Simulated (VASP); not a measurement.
# H23NO10 in VASP: a series of runs

H23NO10 is run at these levels: PBE+D3(BJ); tasks: single point.

All numbers are computed with VASP 6.6.1; they aren't measurements. Logs are shortened: lines on timing, memory, paths and dates and some standing lists are left out, and cuts for length are marked.

## (1) The cell of the first run

The cell holds an amorphous packing of atoms, 34 atoms: a = 7.610 Å, b = 7.610 Å, c = 7.610 Å, α = 90.00°, β = 90.00°, γ = 90.00°.

## (2) Single point, PBE+D3(BJ)

Contents of INCAR:

```
ALGO = Normal
EDIFF = 1E-6
ENCUT = 520
GGA = PE
ISIF = 2
ISMEAR = -1
IVDW = 12
LASPH = True
LCHARG = False
LREAL = Auto
LWAVE = False
NBANDS = 67
NELM = 80
PREC = Accurate
SIGMA = 0.02
```

Contents of KPOINTS:

```
k-points
0
Gamma
  1 1 1
```

Contents of POSCAR:

```
H23NO10
1.0
    7.6099360000      0.0000000000      0.0000000000
    0.0000000000      7.6099360000      0.0000000000
    0.0000000000      0.0000000000      7.6099360000
O H N
10 23 1
Direct
    0.4079929187      0.0614722647      0.7578775958
    0.5257205842      0.2301859043      1.0219928262
    0.7392046398      1.0001923801      0.1522746052
    0.6554851447      0.6766942587      0.8252369008
    0.4369287731      0.0222735119      0.4281376348
   -0.2237075318      0.9777611796      0.6194927264
    0.3835906110      0.4474019230      0.2749826017
    0.2358364118      0.7087576032      0.7902825990
    0.1246002595      0.5396760236      0.5769693727
    0.8728325705      0.3555746067      0.5525407835
    0.4233806960      0.1618016236      0.6723446820
    0.4194122001     -0.0436271737      0.6754984536
    0.6245387609      0.2921443755      0.9533720126
    0.5015810908      0.1310523505      0.9319132250
    0.7556962371      1.0635174856      0.0348885983
    0.6873908007      0.8932138194      0.0822214536
    0.5330268218      0.6528307203      0.8553291381
    0.6287700711      0.7437776086      0.7095197647
    0.3829598567     -0.0892648769      0.4305818078
    0.4602009794      0.0299871116      0.3060998148
   -0.2877159545      0.9808229662      0.5084536848
   -0.3257846058      0.9596138522      0.7239876919
    0.4507922274      0.3560476724      0.3498583957
    0.4026709292      0.3941426051      0.1583456155
    0.2290689435      0.8153288017      0.8454604612
    0.1552312661      0.6746968700      0.7021609643
    0.1876888321      0.5411083615      0.4746820473
    0.0747181054      0.4256277582      0.5685724558
    0.8272080081      0.2454028523      0.5524882207
    0.7854599566      0.4290969070      0.6198606664
    0.2139702620      0.7229758568      0.2559679871
    0.0303550516      0.7843167144      0.2801206213
    0.1481747021      0.8880232370      0.1616833571
    0.1497384472      0.8399150794      0.2902652532
```

Potentials or basis: VASP PAW PBE potentials, release 64 (O, H, N).

Launch:

```bash
> cat potpaw_PBE.64/O/POTCAR potpaw_PBE.64/H/POTCAR potpaw_PBE.64/N/POTCAR > POTCAR
> mpirun -np 1 vasp_gam > vasp.out
```

OUTCAR:

```text
EDIFF = 1E-6
   ENCUT = 520
   GGA = PE
   ISIF = 2
   ISMEAR = -1
   IVDW = 12
   LASPH = True
   LREAL = Auto
   NELM = 80
   PREC = Accurate
 IVDW          = 12

 ion  position               nearest neighbor table
   1  0.408  0.061  0.758-  11 1.01  12 1.02
   2  0.526  0.230  0.022-  13 1.03  14 1.04
   3  0.739  0.000  0.152-  15 1.02  16 1.05
   4  0.655  0.677  0.825-  17 0.98  18 1.04
   5  0.437  0.022  0.428-  19 0.94  20 0.95
   6  0.776  0.978  0.619-  21 0.98  22 1.12
   7  0.384  0.447  0.275-  24 0.99  23 1.03
   8  0.236  0.709  0.790-  25 0.91  26 0.95
   9  0.125  0.540  0.577-  27 0.91  28 0.95  26 1.42
  10  0.873  0.356  0.553-  29 0.91  30 1.01
  11  0.423  0.162  0.672-   1 1.01
  12  0.419  0.956  0.675-   1 1.02
  13  0.625  0.292  0.953-   2 1.03
  14  0.502  0.131  0.932-   2 1.04
  15  0.756  0.064  0.035-   3 1.02
  16  0.687  0.893  0.082-   3 1.05
  17  0.533  0.653  0.855-   4 0.98
  18  0.629  0.744  0.710-   4 1.04
  19  0.383  0.911  0.431-   5 0.94
  20  0.460  0.030  0.306-   5 0.95
  21  0.712  0.981  0.508-   6 0.98
  22  0.674  0.960  0.724-   6 1.12
  23  0.451  0.356  0.350-   7 1.03
  24  0.403  0.394  0.158-   7 0.99
  25  0.229  0.815  0.845-   8 0.91
  26  0.155  0.675  0.702-   8 0.95   9 1.42
  27  0.188  0.541  0.475-   9 0.91
  28  0.075  0.426  0.569-   9 0.95
  29  0.827  0.245  0.552-  10 0.91
  30  0.785  0.429  0.620-  10 1.01
  31  0.214  0.723  0.256-  34 1.05
  32  0.030  0.784  0.280-  34 1.01
  33  0.148  0.888  0.162-  34 1.04
  34  0.150  0.840  0.290-  32 1.01  33 1.04  31 1.05

  LATTYP: Found a simple cubic cell.
 ALAT       =     7.6099360000

  Lattice vectors:

 A1 = (   7.6099360000,   0.0000000000,   0.0000000000)
 A2 = (   0.0000000000,   7.6099360000,   0.0000000000)
 A3 = (   0.0000000000,   0.0000000000,   7.6099360000)

Analysis of symmetry for initial positions (statically):
=====================================================================
 Subroutine PRICEL returns:
 Original cell was already a primitive cell.

 Routine SETGRP: Setting up the symmetry group for a
 simple cubic supercell.

 Subroutine GETGRP returns: Found  1 space group operations
 (whereof  1 operations were pure point group operations)
 out of a pool of 48 trial point group operations.

The static configuration has the point symmetry C_1 .

Analysis of symmetry for dynamics (positions and initial velocities):
=====================================================================
 Subroutine PRICEL returns:
 Original cell was already a primitive cell.

 Routine SETGRP: Setting up the symmetry group for a
 simple cubic supercell.

 Subroutine GETGRP returns: Found  1 space group operations
 (whereof  1 operations were pure point group operations)
 out of a pool of 48 trial point group operations.

The dynamic configuration has the point symmetry C_1 .

 Subroutine INISYM returns: Found  1 space group operations
 (whereof  1 operations are pure point group operations),
 and found     1 'primitive' translations

----------------------------------------------------------------------------------------

                                     Primitive cell

  volume of cell :     440.7000

  direct lattice vectors                    reciprocal lattice vectors
     7.609936000  0.000000000  0.000000000     0.131407150  0.000000000  0.000000000
     0.000000000  7.609936000  0.000000000     0.000000000  0.131407150  0.000000000
     0.000000000  0.000000000  7.609936000     0.000000000  0.000000000  0.131407150

  length of vectors
     7.609936000  7.609936000  7.609936000     0.131407150  0.131407150  0.131407150

  position of ions in fractional coordinates (direct lattice)
     0.407992919  0.061472265  0.757877596
     0.525720584  0.230185904  0.021992826
     0.739204640  0.000192380  0.152274605
     0.655485145  0.676694259  0.825236901
     0.436928773  0.022273512  0.428137635
     0.776292468  0.977761180  0.619492726
[... 26 lines left out ...]
     0.148174702  0.888023237  0.161683357
     0.149738447  0.839915079  0.290265253

  ion indices of the primitive-cell ions
   primitive index   ion index
                 1           1
                 2           2
                 3           3
                 4           4
                 5           5
                 6           6
[... 26 lines left out ...]
                33          33
                34          34

----------------------------------------------------------------------------------------

 KPOINTS: k-points

Automatic generation of k-mesh.
 Grid dimensions read from file:
 generate k-points for:    1    1    1

 Generating k-lattice:

  Cartesian coordinates                     Fractional coordinates (reciprocal lattice)
     0.131407150  0.000000000  0.000000000     1.000000000  0.000000000  0.000000000
     0.000000000  0.131407150  0.000000000     0.000000000  1.000000000  0.000000000
     0.000000000  0.000000000  0.131407150     0.000000000  0.000000000  1.000000000

  Length of vectors
     0.131407150  0.131407150  0.131407150

  Shift w.r.t. Gamma in fractional coordinates (k-lattice)
     0.000000000  0.000000000  0.000000000

 Subroutine IBZKPT returns following result:
 ===========================================

 Found      1 irreducible k-points:

 Following reciprocal coordinates:
            Coordinates               Weight
  0.000000  0.000000  0.000000      1.000000
   k-points           NKPTS =      1   k-points in BZ     NKDIM =      1   number of bands    NBANDS=     67
   number of dos      NEDOS =    301   number of ions     NIONS =     34
   total plane-waves  NPLWV = 216000
   dimension x,y,z NGX =    60 NGY =   60 NGZ =   60
   dimension x,y,z NGXF=   120 NGYF=  120 NGZF=  120
   ions per type =              10  23   1
   NGX,Y,Z   is equivalent  to a cutoff of  13.11, 13.11, 13.11 a.u.
   NGXF,Y,Z  is equivalent  to a cutoff of  26.22, 26.22, 26.22 a.u.
 SYSTEM =  unknown system
   PREC   = accura    normal or accurate (medium, high low for compatibility)
   ISTART =      0    job   : 0-new  1-cont  2-samecut
   ICHARG =      2    charge: 1-file 2-atom 10-const
   ISPIN  =      1    spin polarized calculation?
   LNONCOLLINEAR =      F non collinear calculations
   LSORBIT =      F    spin-orbit coupling
   LASPH  =      T    aspherical Exc in radial PAW
   ENCUT  =  520.0 eV  38.22 Ry    6.18 a.u.  14.15 14.15 14.15*2*pi/ulx,y,z
   NELM   =     80;   NELMIN=  2; NELMDL= -5     # of ELM steps
   EDIFF  = 0.1E-05   stopping-criterion for ELM
   LREAL  =      T    real-space projection
   EDIFFG = 0.1E-04   stopping-criterion for IOM
   NSW    =      0    number of steps for IOM
   IBRION =     -1    ionic relax: 0-MD 1-quasi-New 2-CG
   NFREE  =      0    steps in history (QN), initial steepest desc. (CG)
   ISIF   =      2    stress and relaxation
   ISYM   =      2    0-nonsym 1-usesym 2-fastsym
   POTIM  = 0.5000    time-step for ionic-motion
   TEBEG  =    0.0;   TEEND  =   0.0 temperature during run
   PSTRESS=    0.0 pullay stress
   NELECT =      88.0000    total number of electrons
   NUPDOWN=      -1.0000    fix difference up-down
   EMIN   =  10.00;   EMAX   =-10.00  energy-range for DOS
   EFERMI =   0.00;   METHOD = LEGACY
   ISMEAR =    -1;   SIGMA  =   0.02  broadening in eV -4-tet -1-fermi 0-gaus
   EFERMI_NEDOS =   21; number of points for ismear=-14 and -15
   IALGO  =     38    algorithm
   IMIX   =      4    mixing-type and parameters
     AMIX     =   0.40;   BMIX     =  1.00
     AMIX_MAG =   1.60;   BMIX_MAG =  1.00
  volume/ion in A,a.u.               =      12.96        87.47
  Fermi-wavevector in a.u.,A,eV,Ry     =   0.956874  1.808230 12.457599  0.915608
  Thomas-Fermi vector in A             =   2.085841
   LORBIT       =      0    0 simple, 1 ext, 2 COOP (PROOUT), +10 PAW based schemes
   GGA     = PE    functional components
   LHFCALC =     F    Hartree Fock is set to
   AEXX    =    0.0000 exact exchange contribution
   IVDW    =    12    specifies the selected vdW correction
   LEPSILON=     F    determine dielectric tensor
   LRPA    =     F    only Hartree local field effects (RPA)
 non-spin polarized calculation
  energy-cutoff  :      520.00
  volume of cell :      440.70
 maximum number of plane-waves:      5919
 NGX is ok and might be reduce to    60
   NGX = 29   NGY = 29   NGZ = 29

 number of electron      88.0000007 magnetization

 Free energy of the ion-electron system (eV)
  ---------------------------------------------------
  ext. energy  EPLUGINS =         0.00000000
  ---------------------------------------------------
  free energy    TOTEN  =      -160.96916682 eV

  energy without entropy =     -160.96916682  energy(sigma->0) =     -160.96916682

 E-fermi :  -3.6247     XC(G=0):  -5.7883

 val. band max:       -4.1525470079   @ k =   0.0000   0.0000   0.0000
 cond. band min:      -0.3967154461   @ k =   0.0000   0.0000   0.0000
 fundamental gap:      3.7558315618
 Fermi energy:        -3.6247265201

 k-point     1 :       0.0000    0.0000    0.0000
  band No.  band energies     occupation
      1     -23.9842      2.00000
      2     -23.5074      2.00000
      3     -23.4739      2.00000
      4     -23.1658      2.00000
      5     -22.9867      2.00000
      6     -22.7316      2.00000
[... 48 lines left out ...]
     55       4.4510      0.00000
     56       4.5841      0.00000
 [bands above 56 left out]

------------------------ aborting loop because EDIFF is reached ----------------------------------------

 Edisp (eV)   -0.90750

 E8    (eV) :    -0.1859

  FORCE on cell =-STRESS in cart. coord.  units (eV):
  Direction    XX          YY          ZZ          XY          YZ          ZX
  --------------------------------------------------------------------------------------
  -------------------------------------------------------------------------------------
  Total       3.11130     6.18216    -0.81776     6.47551     2.82911     3.59848
  in kB      11.31124    22.47543    -2.97298    23.54190    10.28530    13.08236
  external pressure =       10.27 kB  Pullay stress =        0.00 kB

 VOLUME and BASIS-vectors are now :
 -----------------------------------------------------------------------------
  energy-cutoff  :      520.00
  volume of cell :      440.70
      direct lattice vectors                 reciprocal lattice vectors
     7.609936000  0.000000000  0.000000000     0.131407150  0.000000000  0.000000000
     0.000000000  7.609936000  0.000000000     0.000000000  0.131407150  0.000000000
     0.000000000  0.000000000  7.609936000     0.000000000  0.000000000  0.131407150

 POSITION                                       TOTAL-FORCE (eV/Angst)
 -----------------------------------------------------------------------------------
      3.10480      0.46780      5.76740         0.378682     -0.505980     -1.670404
      4.00070      1.75170      0.16736         1.591632      0.514060     -2.448785
      5.62530      0.00146      1.15880        -0.513888     -2.077231     -3.580247
      4.98820      5.14960      6.28000        -0.932228      1.206153     -1.986203
      3.32500      0.16950      3.25810         1.130791      1.154742      0.673791
      5.90754      7.44070      4.71430        -2.188564     -0.463908      2.985824
[... 26 lines left out ...]
      1.12760      6.75780      1.23040         0.255215      0.687904      0.545495
      1.13950      6.39170      2.20890         0.781041     -1.187217     -2.075489
 -----------------------------------------------------------------------------------
    total drift:                                0.002607     -0.000058     -0.005334

  FREE ENERGIE OF THE ION-ELECTRON SYSTEM (eV)
  ---------------------------------------------------
  free  energy   TOTEN  =      -161.8766663646 eV

  energy  without entropy=     -161.8766663646  energy(sigma->0) =     -161.87666636
```

Run time: 84 s. Hardware: 1 thread of Intel Xeon Platinum 8259CL at 2.50GHz (Skylake/Cascade Lake), shared host; peak memory 0.51 GiB.

Results:

```yaml
Free_energy: -161.8767 eV
Pressure: 1.0 GPa
Largest_force: 4.482 eV/Å
Band_gap_on_the_k_mesh: 3.76 eV
Dispersion_energy_per_atom: -0.027 eV
```

Forces on the atoms (eV/Å):
```
O    0.379 -0.506 -1.670
O    1.592  0.514 -2.449
O   -0.514 -2.077 -3.580
O   -0.932  1.206 -1.986
O    1.131  1.155  0.674
O   -2.189 -0.464  2.986
O    1.188 -1.549  1.323
O    3.644 -1.255  1.960
O   -0.675  0.125  0.927
O   -0.572  3.945  0.673
H   -0.373 -1.204  0.875
H   -0.494  1.431  1.282
H   -1.566 -0.511  1.384
H   -0.478  1.142  0.960
H    0.152  0.029  2.160
H    0.917  1.139  1.903
H   -0.416 -0.352  0.337
H    1.113 -1.301  1.655
H   -1.616 -1.524  0.105
H    0.664  0.597 -1.575
H   -0.474 -0.029 -0.014
H    2.789  0.885 -3.168
H   -1.226  1.690 -1.185
H   -0.090  0.020 -0.014
H   -0.872  2.955  1.105
H   -1.558 -0.341 -1.319
H    2.235  0.579 -3.104
H   -1.440 -1.226  0.507
H   -1.497 -4.222  0.118
H    1.199 -0.592 -0.713
H    0.461  0.267  0.513
H   -1.518 -0.027  0.858
H    0.255  0.688  0.545
N    0.781 -1.187 -2.075
```

Stress tensor (GPa, compression positive):
```
 1.13  2.35  1.31
 2.35  2.25  1.03
 1.31  1.03 -0.30
```

Levels at points of the mesh, in eV from the valence-band top:
```
           k point  band 40  band 41  band 42  band 43  band 44  band 45  band 46  band 47  band 48  band 49
(0.00, 0.00, 0.00)    -0.47    -0.39    -0.19    -0.02     0.00     3.76     6.07     6.21     6.38     6.90
```

Caveat: the k points lie up to 0.83 Å⁻¹ apart.

## (3) Single point, PBE+D3(BJ)

Contents of INCAR:

```
SYSTEM = H23NO10
PREC     = Accurate       ! precision mode
ENCUT    = 520            ! plane-wave cutoff, eV
EDIFF    = 1E-6           ! SCF threshold, eV
ISMEAR   = -1             ! smearing method
SIGMA    = 0.02           ! smearing width, eV
LREAL    = Auto         
LASPH    = .True.         ! aspherical terms in the spheres
NELM     = 60             ! most SCF steps
ALGO     = Normal         ! electronic algorithm
ISIF     = 2              ! what is computed and relaxed
LWAVE    = .False.        ! write WAVECAR
LCHARG   = .True.         ! write CHGCAR
GGA      = PE             ! functional
IVDW     = 12             ! dispersion correction
LELF     = .True.         ! ELF
LVHAR    = .True.       
NBANDS   = 67             ! bands
```

Contents of KPOINTS:

```
regular mesh
0
Gamma
  1 1 1
  0 0 0
```

Contents of POSCAR:

```
H23NO10
1.0
    7.6099360000      0.0000000000      0.0000000000
    0.0000000000      7.6099360000      0.0000000000
    0.0000000000      0.0000000000      7.6099360000
O H N
10 23 1
Direct
    0.3961925567      0.0860454017      0.7612153374
    0.5398205714      0.2277023092      1.0403504050
    0.7486528139      0.9713485107      0.2406984763
    0.6142364404      0.6562341654      0.8946855795
    0.3627757185      0.0535878357      0.4279273834
   -0.2986227479      0.8915843707      0.6387044517
    0.3390304465      0.4871525858      0.2638786975
    0.2709615429      0.7703744158      0.8355655028
    0.1738647999      0.5704778595      0.5322252382
    0.8735421691      0.3254429472      0.5817394522
    0.2824728092      0.0657167156      0.7990211744
    0.3879270470      0.1361246665      0.6467597099
    0.4863904243      0.3403313773      1.0318483625
    0.4756676009      0.1412626860      0.9878006858
    0.7955388850      1.0730313632      0.1805402831
    0.6822659218      0.9061837051      0.1685559511
    0.5077309454      0.7296907622      0.8898892185
    0.6955774661      0.7229627161      0.8181671961
    0.3079395149     -0.0438768473      0.3407650209
    0.4689264141      0.0741661954      0.3740241705
   -0.3463366840      0.8645276386      0.5093341127
   -0.3970467032      0.9536611083      0.6850123312
    0.3909362707      0.3919349650      0.3224205828
    0.2910668368      0.4508579310      0.1524322938
    0.1507765637      0.8276285109      0.8412028695
    0.2411846828      0.6772593094      0.7550786235
    0.2671901577      0.5616472990      0.4468105908
    0.0850204259      0.6548281089      0.5067585325
    0.9652906411      0.4095960860      0.5592688296
    0.8026611525      0.4090441759      0.6592171077
    0.1682405739      0.7478906524      0.2801731841
    0.0878851018      0.9337923473      0.4028548992
    0.0222735119      0.8739758127      0.1573206398
    0.1081218029      0.8687852303      0.2671901577
```

Potentials or basis: VASP PAW PBE potentials, release 64 (O, H, N).

Launch:

```bash
> cat potpaw_PBE.64/O/POTCAR potpaw_PBE.64/H/POTCAR potpaw_PBE.64/N/POTCAR > POTCAR
> mpirun -np 1 vasp_gam > vasp.out
```

Wall time 95 s (1 thread of Intel Xeon Platinum 8259CL at 2.50GHz (Skylake/Cascade Lake), shared host); peak memory 0.46 GiB.

Results (log left out):

```
Free energy                : -162.2587 eV
Pressure                   : 1.6 GPa
Largest force              : 5.036 eV/Å
Band gap on the k mesh     : 3.53 eV
Dispersion energy per atom : -0.027 eV
```

Forces on the atoms (eV/Å):
```
O    2.574  0.522  0.867
O    3.037  1.783  2.912
O    2.628  2.257  3.547
O    0.206  0.305  0.302
O   -3.021 -2.086 -0.634
O    0.044 -1.381 -3.623
O   -0.018  1.939 -0.899
O   -2.244  0.937  0.863
O   -0.492 -0.759  2.820
O   -1.590  1.447  1.470
H   -2.349 -0.618  0.480
H   -0.306  0.200 -1.243
H   -0.250  0.664 -0.563
H   -2.087 -2.039 -2.189
H   -0.527  0.185 -0.213
H   -2.654 -2.511 -3.467
H    0.112 -0.357 -0.045
H   -0.451 -0.171 -0.078
H    0.275  2.078  1.161
H    3.197  0.757 -1.467
H    1.458  0.689  2.921
H   -1.170  0.813  0.731
H    0.795 -1.988  0.321
H   -0.167 -0.300 -0.028
H    1.577 -0.502  0.244
H    0.229 -0.986 -1.011
H   -0.197  0.323 -1.058
H   -0.303  0.771 -0.790
H    1.311  0.055 -0.615
H    0.312 -1.626 -0.780
H   -0.609  0.521 -0.217
H   -0.646 -1.653 -3.891
H    0.611  0.163  2.250
N    0.714  0.567  1.922
```

Stress tensor (GPa, compression positive):
```
 2.78  1.31 -0.78
 1.31  1.83 -0.92
-0.78 -0.92  0.13
```

Levels at points of the mesh, in eV from the valence-band top:
| k point | band 41 | band 42 | band 43 | band 44 | band 45 | band 46 | band 47 | band 48 |
| --- | --- | --- | --- | --- | --- | --- | --- | --- |
| (0.00, 0.00, 0.00) | -0.43 | -0.36 | -0.22 | 0.00 | 3.53 | 5.55 | 6.06 | 6.30 |

Caveat: the k points lie up to 0.83 Å⁻¹ apart.

[end of part 1 of 2]
